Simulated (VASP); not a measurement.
AlN (sol), 4 atoms in the cell. The structure is hexagonal, space group P6_3mc (No. 186). The conventional cell has a = 3.145 Å, b = 3.145 Å, c = 4.953 Å, α = 90.00°, β = 90.00°, γ = 120.00°. Within 2.5 Å of Al (site symmetry 3m) lie 4 N at 1.90 to 1.91 Å. Within 2.5 Å of N (site symmetry 3m) lie 4 Al at 1.90 to 1.91 Å.  This cell differs from its parent crystal: strained cell.

```yaml
Program: VASP 6.6.1
Task: relaxation of the atoms
Functional: PBEsol
Potentials_or_basis: VASP PAW PBE potentials, release 64 (Al, N)
Cutoff: 520 eV
k_mesh: 9 × 9 × 4
Occupations: gaussian, width 0.02 eV
Spin: no spin polarisation
Dipole_correction: no
Further_INCAR_settings: ALGO = Normal; EDIFF = 1e-07; IBRION = 2; EDIFFG = -0.002; NSW = 60
```

Potentials or basis: VASP PAW PBE potentials, release 64 (Al, N).

Launch:

```sh
$ cat potpaw_PBE.64/Al/POTCAR potpaw_PBE.64/N/POTCAR > POTCAR
$ mpirun -np 1 vasp_std > vasp.out
```

Hardware: 1 thread of Intel(R) Xeon(R) Platinum 8259CL CPU @ 2.50GHz (Skylake/Cascade Lake) (shared host).

Q: How long does it take, and how much memory?

A: It took 13 s on 1 thread of Intel(R) Xeon(R) Platinum 8259CL CPU @ 2.50GHz (Skylake/Cascade Lake) (shared host), peak memory 0.16 GiB. Counts: scf iterations 14, k points 36, ion steps 1.
